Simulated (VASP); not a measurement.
**SnO2: single point with r2SCAN**

Crystal: SnO2.

```
CELL_PARAMETERS angstrom
4.75994 0.00000 0.00000
0.00000 4.75994 0.00000
0.00000 0.00000 3.20071
ATOMIC_POSITIONS crystal
Sn 0.50000 0.50000 0.50000
Sn 0.00000 0.00000 0.00000
O 0.30591 0.30591 0.00000
O 0.80591 0.19409 0.50000
O 0.19409 0.80591 0.50000
O 0.69409 0.69409 0.00000
```

```yaml
Program: VASP 6.6.1
Task: single point
Functional: r2SCAN
Potentials_or_basis: VASP PAW PBE potentials, release 64 (Sn_d, O)
Cutoff: 520 eV
k_mesh: 6 × 6 × 8
Occupations: gaussian, width 0.02 eV
Spin: no spin polarisation
```

```yaml
Pressure: 1.1 GPa
Largest_force: 0.028 eV/Å
Band_gap_on_the_k_mesh: 1.79 eV, direct
```

Forces on the atoms (eV/Å):
```
Sn   0.000  0.000  0.000
Sn   0.000  0.000  0.000
O   -0.020 -0.020  0.000
O   -0.020  0.020  0.000
O    0.020 -0.020  0.000
O    0.020  0.020  0.000
```

Stress tensor (GPa, compression positive):
```
0.93 0.00 0.00
0.00 0.93 0.00
0.00 0.00 1.44
```

Levels at points of the mesh, in eV from the valence-band top:
```
           k point  band 24  band 25  band 26  band 27  band 28  band 29
(0.00, 0.00, 0.00)    -0.78    -0.78     0.00     1.79     6.81     7.05
(0.50, 0.00, 0.00)    -1.17    -0.62    -0.62     5.00     5.00     7.81
(0.50, 0.50, 0.00)    -1.30    -0.92    -0.92     5.44     5.44     8.22
(0.00, 0.00, 0.50)    -1.67    -1.27    -1.27     6.87     6.87    10.53
(0.50, 0.00, 0.50)    -1.11    -0.69    -0.69     7.15     7.15     8.85
(0.50, 0.50, 0.50)    -0.96    -0.85    -0.85     5.52     5.52     9.65
```

Run time: 5 min on 1 thread of Intel Xeon 6975P-C, on a shared host, peak memory 0.24 GiB.

Caveat: the PAW data sets were made with another functional, which shifts forces and pressure a little; spin-orbit coupling is left out, which moves the levels of the heavy elements. r2SCAN opens gaps a little over a GGA but as a rule still falls short of measured ones.
